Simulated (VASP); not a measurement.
# Sb (Pm-3m) in VASP: a series of runs, part 2 of 2

VASP 6.6.1. The steps go on from the part before.

### 4 Single point, r2SCAN0

This run uses another cell than the first one, of 30.92 Å³/atom.

The input, POSCAR:

```
Sb
1.0
    3.1387913073      0.0000000000      0.0000000000
    0.0000000000      3.1387913073      0.0000000000
    0.0000000000      0.0000000000      3.1387913073
Sb
1
Direct
    0.0000000000      0.0000000000      0.0000000000
```

The input, INCAR.step1:

```
PREC = Accurate ; ENCUT = 520
EDIFF = 1E-5 ; ISMEAR = -1
SIGMA = 0.05 ; LREAL = F
LASPH = T ; NELM = 80
ALGO = Normal ; ISIF = 2
LWAVE = T ; LCHARG = F
GGA = PE ; NBANDS = 8
```

The input, INCAR.step2:

```
PREC = Accurate ; ENCUT = 520
EDIFF = 1E-7 ; ISMEAR = -1
SIGMA = 0.05 ; LREAL = F
LASPH = T ; NELM = 80
ALGO = Normal ; ISIF = 2
LWAVE = F ; LCHARG = F
METAGGA = R2SCAN ; LHFCALC = T
AEXX = 0.25 ; LMIXTAU = T
PRECFOCK = Normal ; ISTART = 1
NBANDS = 8
```

The input, KPOINTS:

```
Automatic mesh
0
Gamma
  4 4 4
```

Potentials or basis: VASP PAW PBE potentials, release 64 (Sb).

Command:

```bash
> cat potpaw_PBE.64/Sb/POTCAR > POTCAR
> cp INCAR.step1 INCAR
> mpirun -np 1 vasp_std > vasp.out
> cp INCAR.step2 INCAR
> mpirun -np 1 vasp_std > vasp.out
```

OUTCAR:

```text
PREC = Accurate
   ENCUT = 520
   EDIFF = 1E-7
   ISMEAR = -1
   LREAL = F
   LASPH = T
   NELM = 80
   ISIF = 2
   METAGGA = R2SCAN
   LHFCALC = T
   AEXX = 0.25
   PRECFOCK = Normal
   ISTART = 1

 ion  position               nearest neighbor table
   1  0.000  0.000  0.000-

  LATTYP: Found a simple cubic cell.
 ALAT       =     3.1387913073

  Lattice vectors:

 A1 = (   3.1387913073,   0.0000000000,   0.0000000000)
 A2 = (   0.0000000000,   3.1387913073,   0.0000000000)
 A3 = (   0.0000000000,   0.0000000000,   3.1387913073)

Analysis of symmetry for initial positions (statically):
=====================================================================
 Subroutine PRICEL returns:
 Original cell was already a primitive cell.

 Routine SETGRP: Setting up the symmetry group for a
 simple cubic supercell.

 Subroutine GETGRP returns: Found 48 space group operations
 (whereof 48 operations were pure point group operations)
 out of a pool of 48 trial point group operations.

The static configuration has the point symmetry O_h .

Analysis of symmetry for dynamics (positions and initial velocities):
=====================================================================
 Subroutine PRICEL returns:
 Original cell was already a primitive cell.

 Routine SETGRP: Setting up the symmetry group for a
 simple cubic supercell.

 Subroutine GETGRP returns: Found 48 space group operations
 (whereof 48 operations were pure point group operations)
 out of a pool of 48 trial point group operations.

The dynamic configuration has the point symmetry O_h .

 Subroutine INISYM returns: Found 48 space group operations
 (whereof 48 operations are pure point group operations),
 and found     1 'primitive' translations
[... 101 lines left out ...]
  Thomas-Fermi vector in A             =   2.013748
   LORBIT       =      0    0 simple, 1 ext, 2 COOP (PROOUT), +10 PAW based schemes
   METAGGA = R2SCAN    functional components
   LHFCALC =     T    Hartree Fock is set to
   PRECFOCK=normal    Normal, Fast or Accurate (Low or Medium for compatibility)
   ENCUT4O =  -1.0   cutoff for four orbital integrals eV
   NKREDX  =     1    reduce k-point grid by
   NKREDY  =     1    reduce k-point grid by
   NKREDZ  =     1    reduce k-point grid by
   AEXX    =    0.2500 exact exchange contribution
   HFSCREEN=    0.0000 screening length (either q_TF or 0.3 A-1)
   HFSCREENC=   0.0000 screening length for correlation (either q_TF or 0.3 A-1)
   ENCUTFOCK=  -1.0 apply spherical cutoff to Coloumb kernel
   IVDW    =     0    specifies the selected vdW correction
   LEPSILON=     F    determine dielectric tensor
   LRPA    =     F    only Hartree local field effects (RPA)
 non-spin polarized calculation
  energy-cutoff  :      520.00
  volume of cell :       30.92
 maximum number of plane-waves:       847
 NGX is ok and might be reduce to    24
  NGX = 18; NGY = 18; NGZ = 18

 number of electron       5.0000000 magnetization

 Free energy of the ion-electron system (eV)
  ---------------------------------------------------
  ext. energy  EPLUGINS =         0.00000000
  ---------------------------------------------------
  free energy    TOTEN  =       -21.37534914 eV

  energy without entropy =      -21.36688267  energy(sigma->0) =      -21.37111591

 E-fermi :   6.8324     XC(G=0):  -7.8312

 val. band max:        5.3908121252   @ k =   0.2500   0.2500   0.2500
 cond. band min:       6.9128948438   @ k =   0.5000   0.2500   0.0000
 fundamental gap:      1.5220827186
 Fermi energy:         6.8323801529

 k-point     1 :       0.0000    0.0000    0.0000
  band No.  band energies     occupation
      1      -7.9110      2.00000
      2      10.4790      0.00000
      3      10.4790      0.00000
      4      10.4790      0.00000
      5      14.3711      0.00000
      6      14.3711      0.00000
      7      16.0905      0.00000
      8      25.5108      0.00000
[... 89 lines left out ...]
 k-point    10 :       0.5000    0.5000    0.5000
  band No.  band energies     occupation
      1       1.0774      2.00000
      2       4.1364      2.00000
      3       4.1364      2.00000
      4       4.1364      2.00000
      5      12.4116      0.00000
      6      12.4116      0.00000
      7      12.4116      0.00000
      8      14.9361      0.00000

------------------------ aborting loop because EDIFF is reached ----------------------------------------

  FORCE on cell =-STRESS in cart. coord.  units (eV):
  Direction    XX          YY          ZZ          XY          YZ          ZX
  --------------------------------------------------------------------------------------
  -------------------------------------------------------------------------------------
  Total       -1.2306854     -1.2306854     -1.2306854      0.0000000      0.0000000      0.0000000
  in kB      -63.7632323    -63.7632323    -63.7632323      0.0000000      0.0000000      0.0000000
  external PRESSURE =     -63.7632323 kB  Pullay stress =       0.0000000 kB

 VOLUME and BASIS-vectors are now :
 -----------------------------------------------------------------------------
  energy-cutoff  :      520.00
  volume of cell :       30.92
      direct lattice vectors                 reciprocal lattice vectors
     3.138791307  0.000000000  0.000000000     0.318593975  0.000000000  0.000000000
     0.000000000  3.138791307  0.000000000     0.000000000  0.318593975  0.000000000
     0.000000000  0.000000000  3.138791307     0.000000000  0.000000000  0.318593975

 POSITION                                       TOTAL-FORCE (eV/Angst)
 -----------------------------------------------------------------------------------
      0.00000      0.00000      0.00000         0.000000      0.000000      0.000000
 -----------------------------------------------------------------------------------
    total drift:                                0.000000      0.000000      0.000000

  FREE ENERGIE OF THE ION-ELECTRON SYSTEM (eV)
  ---------------------------------------------------
  free  energy   TOTEN  =       -21.3753491424 eV

  energy  without entropy=      -21.3668826745  energy(sigma->0) =      -21.37111591
```

Run time: 2.8 min. Hardware: 1 thread of Intel Xeon 8259CL, shared host; peak memory 0.15 GiB.

What came out:

- Free energy: -21.3753 eV
- Pressure: -6.4 GPa
- Band gap on the k mesh: zero (an odd number of electrons rules out a gap without spin polarisation)

Levels at points of the mesh, in eV from the Fermi level:
```tsv
k point	band 1	band 2	band 3	band 4	band 5	band 6	band 7
(0.00, 0.00, 0.00)	-14.74	3.65	3.65	3.65	7.54	7.54	9.26
(0.50, 0.00, 0.00)	-12.09	-7.12	5.90	5.90	9.71	11.84	12.40
(0.50, 0.50, 0.00)	-9.11	-4.82	-4.82	2.84	8.13	13.77	14.31
(0.50, 0.50, 0.50)	-5.75	-2.70	-2.70	-2.70	5.58	5.58	5.58
```

Caveat: the k points lie up to 0.50 Å⁻¹ apart, too coarse for converged energies and pressures of a metal; the PAW data sets were made with another functional, which shifts forces and pressure a little; spin-orbit coupling is left out, which moves the levels of the heavy elements.

### 5 The runs side by side

```csv
cell,gap on the mesh (eV),pressure (GPa)
"a = 3.095 Å, 1 atom",none,-4.5
"a = 3.117 Å, 1 atom",none,-5.5
"a = 3.139 Å, 1 atom",none,-6.4
```

Alike in all rows: task single point; level r2SCAN0; potentials or basis VASP PAW PBE potentials, release 64 (Sb); no spin polarisation; k mesh 4 × 4 × 4; cutoff (eV) 520; smearing fermi-dirac 0.05 eV.

Caveats: all runs use coarse meshes; the PAW data sets were made with another functional, which shifts forces and pressure a little; spin-orbit coupling is left out, which moves the levels of the heavy elements.

Total energies depend on the potentials used, so only differences within one code and one set of settings carry meaning.
